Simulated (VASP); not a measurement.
# Ta3PbO: single point with PBE

Crystal: Ta3PbO.

```
CELL_PARAMETERS angstrom
4.65720 0.00000 0.00000
-2.32860 4.03325 0.00000
0.00000 0.00000 5.75242
ATOMIC_POSITIONS crystal
Ta 0.50000 0.00000 0.50000
Ta 0.00000 0.50000 0.50000
Ta 0.50000 0.50000 0.50000
Pb 0.00000 0.00000 0.50000
O 0.00000 0.00000 0.00000
```

```json
{"Program": "VASP 6.6.1", "Task": "single point", "Functional": "PBE", "Potentials or basis": "VASP PAW PBE potentials, release 64 (Ta_pv, Pb_d, O)", "Cutoff": "520 eV", "k mesh": "6 × 6 × 4", "Occupations": "gaussian, width 0.1 eV", "Spin": "no spin polarisation", "Dipole correction": "no", "Further INCAR settings": "ALGO = Normal; EDIFF = 1e-06; NBANDS = 34"}
```

```json
{
 "Pressure": "89.6 GPa"
}
```

Stress tensor (GPa, compression positive):
```
140.24   0.00   0.00
  0.00 140.24   0.00
  0.00   0.00 -11.78
```

Levels at points of the mesh, in eV from the Fermi level:
| k point | band 23 | band 24 | band 25 | band 26 | band 27 | band 28 | band 29 | band 30 |
| --- | --- | --- | --- | --- | --- | --- | --- | --- |
| (0.00, 0.00, 0.00) | -1.44 | -1.44 | -0.74 | -0.74 | 1.66 | 2.23 | 2.23 | 2.82 |
| (0.50, 0.00, 0.00) | -0.61 | -0.37 | -0.32 | -0.11 | 0.22 | 0.47 | 0.54 | 1.16 |
| (0.00, 0.00, 0.50) | -1.69 | -0.98 | -0.24 | -0.24 | -0.16 | 1.94 | 1.94 | 2.99 |
| (0.50, 0.00, 0.50) | -1.12 | -0.91 | -0.90 | 0.05 | 0.29 | 0.76 | 0.82 | 1.15 |

Wall time 55 s on 1 thread of Intel(R) Xeon(R) 6975P-C (Granite Rapids), with other jobs on the host, peak memory 0.27 GiB.

Caveat: spin-orbit coupling is left out, which moves the levels of the heavy elements; an odd number of electrons without spin polarisation forces a metal; a magnetic or distorted state may lie lower.
